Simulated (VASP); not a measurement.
Crystal: La2O3.

```
La O
1.0
     6.26678    0.00000    0.00000
    -3.13339    5.42719    0.00000
     0.00000    0.00000    3.29977
La O
2 3
Direct
  0.66667 0.33333 0.50000
  0.33333 0.66667 0.50000
  0.50801 0.00000 0.00000
  0.00000 0.50801 0.00000
  0.49199 0.49199 0.00000
```

```yaml
Program: VASP 6.6.1
Task: relaxation of cell and atoms
Functional: LDA
Potentials_or_basis: VASP PAW LDA potentials, release 64 (La, O)
Cutoff: 600 eV
k_mesh: 5 × 5 × 8
Occupations: fermi-dirac, width 0.05 eV
Spin: no spin polarisation
```

At the start: pressure -3.4 GPa; volume 22.45 Å³/atom.

**Question.** How do energy, volume and symmetry change on relaxing?

**Answer.** Over 12 steps the energy falls by 11.3 meV/atom and the volume is 21.86 Å³/atom (-2.6 %); space group P-62m (No. 189, to 0.1 Å) before, P6/mmm (No. 191, to 0.1 Å).

The path:
```
step  energy change (eV)  largest force (eV/Å)  pressure (GPa)  volume (Å³)
   1              0.0000                0.0728           -3.37       112.23
   2              0.0372                0.0338            5.50       104.70
   3             -0.0518                0.0566            0.12       108.92
   4             -0.0518                0.0563            0.20       108.85
   5             -0.0529                0.0550            0.04       109.15
   6             -0.0530                0.0541           -0.05       109.31
   7             -0.0536                0.0502           -0.05       109.32
   8             -0.0549                0.0377           -0.06       109.34
   9             -0.0565                0.0128           -0.10       109.38
  10             -0.0567                0.0005           -0.13       109.40
  11             -0.0541                0.0058            0.88       108.46
  12             -0.0567                0.0003            0.00       109.28
```

Final structure:
```yaml
crystal:
  lattice:
    - [6.24947, 0.00000, 0.00000]
    - [-3.12473, 5.41220, 0.00000]
    - [0.00000, 0.00000, 3.23080]
  atoms:
    - { symbol: La, position: [0.66667, 0.33333, 0.50000] }
    - { symbol: La, position: [0.33333, 0.66667, 0.50000] }
    - { symbol: O, position: [0.49996, 0.00000, 0.00000] }
    - { symbol: O, position: [0.00000, 0.49996, 0.00000] }
    - { symbol: O, position: [0.50004, 0.50004, 0.00000] }
```
